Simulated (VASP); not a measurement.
# MoS2 (P6_3/mmc) in VASP: notebook

MoS2 is run at these levels: PBE+D3(BJ); tasks: single point.

Everything below comes from runs of VASP 6.6.1. Logs are shortened: lines on timing, memory, paths and dates and some standing lists are left out, and cuts for length are marked.

**Experimental background.**

From “Multiwavelength excitation Raman Scattering Analysis of bulk and 2 dimensional MoS2: Vibrational properties of atomically thin MoS2 layers”, 2015, arxiv:1506.03228, for a bulk crystal of MoS2 at 300 K: band gap 1.3 eV (indirect).

The results are compared with them further down.

### Step 1. The cell of the first run

It takes space group P6_3/mmc (No. 194, hexagonal). Conventional cell: a = 3.149 Å, b = 3.149 Å, c = 12.091 Å, α = 90.00°, β = 90.00°, γ = 120.00°. Mo (site symmetry -6m2) has 6 S at 2.40 Å and 6 Mo at 3.15 Å within 3.2 Å. Within 3.2 Å of S (site symmetry 3m) lie 3 Mo at 2.40 Å and 7 S at 3.13 to 3.15 Å.

### Step 2. Single point, PBE+D3(BJ)

INCAR reads:

```
SYSTEM = MoS2
PREC = Accurate
ENCUT = 520
EDIFF = 1E-6
ISMEAR = 0
SIGMA = 0.02
LREAL = .False.
LASPH = .True.
NELM = 100
ALGO = Normal
ISIF = 2
LWAVE = .False.
LCHARG = .False.
GGA = PE
IVDW = 12
NBANDS = 35
```

KPOINTS reads:

```
regular mesh
0
Gamma
  12 12 4
  0 0 0
```

POSCAR reads:

```
MoS2
1.0
    3.1493511262      0.0000000000      0.0000000000
   -1.5746755631      2.7274180808      0.0000000000
    0.0000000000      0.0000000000     12.0907538905
Mo S
2 4
Direct
    0.3333333333      0.6666666667      0.2500000000
    0.6666666667      0.3333333333      0.7500000000
    0.3333333333      0.6666666667      0.6204905688
    0.6666666667      0.3333333333      0.1204905688
    0.3333333333      0.6666666667      0.8795094312
    0.6666666667      0.3333333333      0.3795094312
```

Potentials or basis: VASP PAW PBE potentials, release 64 (Mo_sv, S).

Started as:

```
$ cat potpaw_PBE.64/Mo_sv/POTCAR potpaw_PBE.64/S/POTCAR > POTCAR
$ mpirun -np 1 vasp_std > vasp.out
```

OUTCAR:

```text
SYSTEM = MoS2
   PREC = Accurate
   ENCUT = 520
   EDIFF = 1E-6
   ISMEAR = 0
   LREAL = .False.
   LASPH = .True.
   NELM = 100
   ISIF = 2
   GGA = PE
   IVDW = 12
 IVDW          = 12

 ion  position               nearest neighbor table
   1  0.333  0.667  0.250-   4 2.40   6 2.40   4 2.40   6 2.40   4 2.40   6 2.40
   2  0.667  0.333  0.750-   3 2.40   5 2.40   3 2.40   5 2.40   3 2.40   5 2.40
   3  0.333  0.667  0.620-   2 2.40   2 2.40   2 2.40
   4  0.667  0.333  0.120-   1 2.40   1 2.40   1 2.40
   5  0.333  0.667  0.880-   2 2.40   2 2.40   2 2.40
   6  0.667  0.333  0.380-   1 2.40   1 2.40   1 2.40

  LATTYP: Found a hexagonal cell.
 ALAT       =     3.1493511262
 C/A-ratio  =     3.8391253963

  Lattice vectors:

 A1 = (   3.1493511262,   0.0000000000,   0.0000000000)
 A2 = (  -1.5746755631,   2.7274180808,   0.0000000000)
 A3 = (   0.0000000000,   0.0000000000,  12.0907538905)

Analysis of symmetry for initial positions (statically):
=====================================================================
 Subroutine PRICEL returns:
 Original cell was already a primitive cell.

 Routine SETGRP: Setting up the symmetry group for a
 hexagonal supercell.

 Subroutine GETGRP returns: Found 24 space group operations
 (whereof 12 operations were pure point group operations)
 out of a pool of 24 trial point group operations.

The static configuration has the point symmetry D_3d.
 The point group associated with its full space group is D_6h.

Analysis of symmetry for dynamics (positions and initial velocities):
=====================================================================
 Subroutine PRICEL returns:
 Original cell was already a primitive cell.

 Routine SETGRP: Setting up the symmetry group for a
 hexagonal supercell.

 Subroutine GETGRP returns: Found 24 space group operations
 (whereof 12 operations were pure point group operations)
 out of a pool of 24 trial point group operations.

The dynamic configuration has the point symmetry D_3d.
 The point group associated with its full space group is D_6h.

 Subroutine INISYM returns: Found 24 space group operations
 (whereof 12 operations are pure point group operations),
 and found     1 'primitive' translations

----------------------------------------------------------------------------------------

                                     Primitive cell

  volume of cell :     103.8547

  direct lattice vectors                    reciprocal lattice vectors
     3.149351126  0.000000000  0.000000000     0.317525725  0.183323563  0.000000000
    -1.574675563  2.727418081  0.000000000     0.000000000  0.366647126  0.000000000
     0.000000000  0.000000000 12.090753891     0.000000000  0.000000000  0.082707829

  length of vectors
     3.149351126  3.149351126 12.090753891     0.366647126  0.366647126  0.082707829

  position of ions in fractional coordinates (direct lattice)
     0.333333333  0.666666667  0.250000000
     0.666666667  0.333333333  0.750000000
     0.333333333  0.666666667  0.620490569
     0.666666667  0.333333333  0.120490569
     0.333333333  0.666666667  0.879509431
     0.666666667  0.333333333  0.379509431

  ion indices of the primitive-cell ions
   primitive index   ion index
                 1           1
                 2           2
                 3           3
                 4           4
                 5           5
                 6           6

----------------------------------------------------------------------------------------

 KPOINTS: regular mesh

Automatic generation of k-mesh.
 Grid dimensions read from file:
 generate k-points for:   12   12    4

 Generating k-lattice:

  Cartesian coordinates                     Fractional coordinates (reciprocal lattice)
     0.026460477  0.015276964  0.000000000     0.083333333  0.000000000  0.000000000
     0.000000000  0.030553927  0.000000000     0.000000000  0.083333333  0.000000000
     0.000000000  0.000000000  0.020676957     0.000000000  0.000000000  0.250000000

  Length of vectors
     0.030553927  0.030553927  0.020676957

  Shift w.r.t. Gamma in fractional coordinates (k-lattice)
     0.000000000  0.000000000  0.000000000

 Subroutine IBZKPT returns following result:
 ===========================================

 Found     57 irreducible k-points:

 Following reciprocal coordinates:
            Coordinates               Weight
  0.000000  0.000000  0.000000      1.000000
  0.083333 -0.000000  0.000000      6.000000
  0.166667 -0.000000  0.000000      6.000000
  0.250000  0.000000  0.000000      6.000000
  0.333333  0.000000  0.000000      6.000000
  0.416667  0.000000  0.000000      6.000000
[... 16 lines left out ...]
  0.250000  0.000000  0.250000     12.000000
  0.333333  0.000000  0.250000     12.000000
 [... further k-points ...]
   k-points           NKPTS =     57   k-points in BZ     NKDIM =     57   number of bands    NBANDS=     35
   number of dos      NEDOS =    301   number of ions     NIONS =      6
   total plane-waves  NPLWV =  51840
   dimension x,y,z NGX =    24 NGY =   24 NGZ =   90
   dimension x,y,z NGXF=    48 NGYF=   48 NGZF=  180
   ions per type =               2   4
   NGX,Y,Z   is equivalent  to a cutoff of  12.67, 12.67, 12.37 a.u.
   NGXF,Y,Z  is equivalent  to a cutoff of  25.34, 25.34, 24.75 a.u.
 SYSTEM =  MoS2
   PREC   = accura    normal or accurate (medium, high low for compatibility)
   ISTART =      0    job   : 0-new  1-cont  2-samecut
   ICHARG =      2    charge: 1-file 2-atom 10-const
   ISPIN  =      1    spin polarized calculation?
   LNONCOLLINEAR =      F non collinear calculations
   LSORBIT =      F    spin-orbit coupling
   LASPH  =      T    aspherical Exc in radial PAW
   ENCUT  =  520.0 eV  38.22 Ry    6.18 a.u.   5.86  5.86 22.48*2*pi/ulx,y,z
   NELM   =    100;   NELMIN=  2; NELMDL= -5     # of ELM steps
   EDIFF  = 0.1E-05   stopping-criterion for ELM
   LREAL  =      F    real-space projection
   EDIFFG = 0.1E-04   stopping-criterion for IOM
   NSW    =      0    number of steps for IOM
   IBRION =     -1    ionic relax: 0-MD 1-quasi-New 2-CG
   NFREE  =      0    steps in history (QN), initial steepest desc. (CG)
   ISIF   =      2    stress and relaxation
   ISYM   =      2    0-nonsym 1-usesym 2-fastsym
   POTIM  = 0.5000    time-step for ionic-motion
   TEBEG  =    0.0;   TEEND  =   0.0 temperature during run
   PSTRESS=    0.0 pullay stress
   NELECT =      52.0000    total number of electrons
   NUPDOWN=      -1.0000    fix difference up-down
   EMIN   =  10.00;   EMAX   =-10.00  energy-range for DOS
   EFERMI =   0.00;   METHOD = LEGACY
   ISMEAR =     0;   SIGMA  =   0.02  broadening in eV -4-tet -1-fermi 0-gaus
   EFERMI_NEDOS =   21; number of points for ismear=-14 and -15
   IALGO  =     38    algorithm
   IMIX   =      4    mixing-type and parameters
     AMIX     =   0.40;   BMIX     =  1.00
     AMIX_MAG =   1.60;   BMIX_MAG =  1.00
  volume/ion in A,a.u.               =      17.31       116.81
  Fermi-wavevector in a.u.,A,eV,Ry     =   1.299972  2.456590 22.992844  1.689926
  Thomas-Fermi vector in A             =   2.431201
   LORBIT       =      0    0 simple, 1 ext, 2 COOP (PROOUT), +10 PAW based schemes
   GGA     = PE    functional components
   LHFCALC =     F    Hartree Fock is set to
   AEXX    =    0.0000 exact exchange contribution
   IVDW    =    12    specifies the selected vdW correction
   LEPSILON=     F    determine dielectric tensor
   LRPA    =     F    only Hartree local field effects (RPA)
 non-spin polarized calculation
 Gauss-broadening in eV      SIGMA  =   0.02
  energy-cutoff  :      520.00
  volume of cell :      103.85
 maximum number of plane-waves:      2820
 NGX is ok and might be reduce to    24
   NGX = 11   NGY = 11   NGZ = 45

 number of electron      52.0000003 magnetization

 Free energy of the ion-electron system (eV)
  ---------------------------------------------------
  ext. energy  EPLUGINS =         0.00000000
  ---------------------------------------------------
  free energy    TOTEN  =       -43.54551754 eV

  energy without entropy =      -43.54551754  energy(sigma->0) =      -43.54551754

 E-fermi :   8.0654     XC(G=0): -11.0143

 val. band max:        7.9454808867   @ k =   0.0000   0.0000   0.0000
 cond. band min:       8.7458940678   @ k =   0.1667   0.1667   0.0000
 fundamental gap:      0.8004131811
 Fermi energy:         8.0653862099

 k-point     1 :       0.0000    0.0000    0.0000
  band No.  band energies     occupation
      1     -53.5921      2.00000
      2     -53.5921      2.00000
      3     -27.7558      2.00000
      4     -27.7557      2.00000
      5     -27.5143      2.00000
      6     -27.5143      2.00000
[... 27 lines left out ...]
     34      10.3999      0.00000
     35      13.5847      0.00000

 k-point     2 :       0.0833   -0.0000    0.0000
  band No.  band energies     occupation
      1     -53.5892      2.00000
      2     -53.5892      2.00000
      3     -27.7502      2.00000
      4     -27.7501      2.00000
      5     -27.5428      2.00000
      6     -27.5428      2.00000
[... 27 lines left out ...]
     34      10.2942      0.00000
     35      14.0833      0.00000

 k-point     3 :       0.1667   -0.0000    0.0000
  band No.  band energies     occupation
      1     -53.5813      2.00000
      2     -53.5813      2.00000
      3     -27.7349      2.00000
      4     -27.7348      2.00000
      5     -27.6200      2.00000
      6     -27.6200      2.00000
[... 27 lines left out ...]
     34      10.7450      0.00000
     35      15.1015      0.00000
[... 723 lines left out ...]
 k-point    23 :       0.2500    0.0000    0.2500
  band No.  band energies     occupation
      1     -53.5705      2.00000
      2     -53.5705      2.00000
      3     -27.7240      2.00000
      4     -27.7240      2.00000
      5     -27.7138      2.00000
      6     -27.7138      2.00000
[... 27 lines left out ...]
     34      11.1924      0.00000
     35      15.3024      0.00000

 k-point    24 :       0.3333    0.0000    0.2500
  band No.  band energies     occupation
      1     -53.5597      2.00000
      2     -53.5597      2.00000
      3     -27.8263      2.00000
      4     -27.8263      2.00000
      5     -27.6928      2.00000
      6     -27.6927      2.00000
[... 27 lines left out ...]
     34      11.5342      0.00000
     35      14.5159      0.00000

 [... further k-points ...]

------------------------ aborting loop because EDIFF is reached ----------------------------------------

 Edisp (eV)   -2.62486

 E8    (eV) :    -1.0584

  FORCE on cell =-STRESS in cart. coord.  units (eV):
  Direction    XX          YY          ZZ          XY          YZ          ZX
  --------------------------------------------------------------------------------------
  -------------------------------------------------------------------------------------
  Total      -0.08784    -0.08784    -0.13165     0.00000    -0.00000    -0.00000
  in kB      -1.35506    -1.35506    -2.03097     0.00000    -0.00000    -0.00000
  external pressure =       -1.58 kB  Pullay stress =        0.00 kB

 VOLUME and BASIS-vectors are now :
 -----------------------------------------------------------------------------
  energy-cutoff  :      520.00
  volume of cell :      103.85
      direct lattice vectors                 reciprocal lattice vectors
     3.149351126  0.000000000  0.000000000     0.317525725  0.183323563  0.000000000
    -1.574675563  2.727418081  0.000000000     0.000000000  0.366647126  0.000000000
     0.000000000  0.000000000 12.090753891     0.000000000  0.000000000  0.082707829

 POSITION                                       TOTAL-FORCE (eV/Angst)
 -----------------------------------------------------------------------------------
     -0.00000      1.81828      3.02269        -0.000000      0.000000      0.000000
      1.57468      0.90914      9.06807         0.000000     -0.000000      0.000000
     -0.00000      1.81828      7.50220        -0.000000     -0.000000      0.014069
      1.57468      0.90914      1.45682        -0.000000      0.000000      0.014069
     -0.00000      1.81828     10.63393         0.000000     -0.000000     -0.014069
      1.57468      0.90914      4.58856        -0.000000      0.000000     -0.014069
 -----------------------------------------------------------------------------------
    total drift:                               -0.000000      0.000000     -0.000000

  FREE ENERGIE OF THE ION-ELECTRON SYSTEM (eV)
  ---------------------------------------------------
  free  energy   TOTEN  =       -46.1703794554 eV

  energy  without entropy=      -46.1703794554  energy(sigma->0) =      -46.17037946
```

It took 2.7 min on 1 thread of Intel Xeon Platinum 8488C (Sapphire Rapids), shared host; peak memory 0.32 GiB.

What came out:

- Free energy: -46.1704 eV
- Pressure: -0.2 GPa
- Largest force: 0.014 eV/Å
- Band gap on the k mesh: 0.80 eV (least direct gap 1.70 eV)
- Dispersion energy per atom: -0.437 eV

Forces in eV/Å, atoms in the order of the input:
```
Mo   0.000  0.000  0.000
Mo   0.000  0.000  0.000
S    0.000  0.000  0.014
S    0.000  0.000  0.014
S    0.000  0.000 -0.014
S    0.000  0.000 -0.014
```

### Step 3. Single point, PBE+D3(BJ)

INCAR reads:

```
SYSTEM = MoS2
  PREC = Accurate
  ENCUT = 520
  EDIFF = 1E-6
  ISMEAR = 0
  SIGMA = 0.05
  LREAL = .FALSE.
  LASPH = .TRUE.
  NELM = 100
  ALGO = Normal
  ISIF = 2
  LWAVE = .FALSE.
  LCHARG = .TRUE.
  GGA = PE
  IVDW = 12
  LELF = .TRUE.
  LVHAR = .TRUE.
  NBANDS = 35
```

KPOINTS reads:

```
Automatic mesh
0
G
  12 12 4
  0 0 0
```

POSCAR reads:

```
MoS2
1.0
    3.1493511224      0.0000000000      0.0000000000
   -1.5746755612      2.7274180774      0.0000000000
    0.0000000000      0.0000000000     12.0907538910
Mo S
2 4
Direct
    0.3333333333      0.6666666667      0.2500000000
    0.6666666667      0.3333333333      0.7500000000
    0.3333333333      0.6666666667      0.6204905687
    0.6666666667      0.3333333333      0.1204905687
    0.3333333333      0.6666666667      0.8795094313
    0.6666666667      0.3333333333      0.3795094313
```

Potentials or basis: VASP PAW PBE potentials, release 64 (Mo_sv, S).

Started as:

```
$ cat potpaw_PBE.64/Mo_sv/POTCAR potpaw_PBE.64/S/POTCAR > POTCAR
$ mpirun -np 1 vasp_std > vasp.out
```

Run time: 2.5 min. Hardware: 1 thread of AMD EPYC 7R13 (Zen 3), shared host; peak memory 0.29 GiB.

Results (log left out):

```
Free energy                : -46.1704 eV
Pressure                   : -0.2 GPa
Largest force              : 0.014 eV/Å
Band gap on the k mesh     : 0.80 eV (least direct gap 1.70 eV)
Dispersion energy per atom : -0.437 eV
```

Forces on the atoms (eV/Å):
```
Mo   0.000  0.000  0.000
Mo   0.000  0.000  0.000
S    0.000  0.000  0.014
S    0.000  0.000  0.014
S    0.000  0.000 -0.014
S    0.000  0.000 -0.014
```

Levels at points of the mesh, in eV from the valence-band top:
| k point | band 24 | band 25 | band 26 | band 27 | band 28 | band 29 |
| --- | --- | --- | --- | --- | --- | --- |
| (0.00, 0.00, 0.00) | -1.27 | -1.11 | 0.00 | 2.09 | 2.09 | 2.13 |
| (0.50, 0.00, 0.00) | -1.52 | -1.49 | -1.33 | 1.62 | 1.68 | 1.99 |
| (0.00, 0.00, 0.50) | -2.18 | -0.26 | -0.26 | 2.10 | 2.10 | 2.10 |
| (0.50, 0.00, 0.50) | -1.65 | -1.40 | -1.40 | 1.65 | 1.65 | 2.17 |

### Step 4. Against experiment

Step 2. Measured gap of MoS2: 1.3 eV (indirect; 300 K; “Multiwavelength excitation Raman Scattering Analysis of bulk and 2 dimensional MoS2: Vibrational properties of atomically thin MoS2 layers”, 2015, arxiv:1506.03228). This calculation gives 0.80 eV (-0.50 eV). Spin-orbit coupling on Mo is left out. The value is that of PBE+D3(BJ) on a finite k mesh, which can miss the band edges, without temperature or zero-point motion. Semilocal functionals fall short of measured gaps as a rule.

Step 3. A measured gap of MoS2 is 1.3 eV (indirect; 300 K; “Multiwavelength excitation Raman Scattering Analysis of bulk and 2 dimensional MoS2: Vibrational properties of atomically thin MoS2 layers”, 2015, arxiv:1506.03228); the calculated 0.80 eV misses it by -0.50 eV. Spin-orbit coupling on Mo is left out. The value is that of PBE+D3(BJ) on a finite k mesh, which can miss the band edges, without temperature or zero-point motion. Semilocal functionals fall short of measured gaps as a rule.
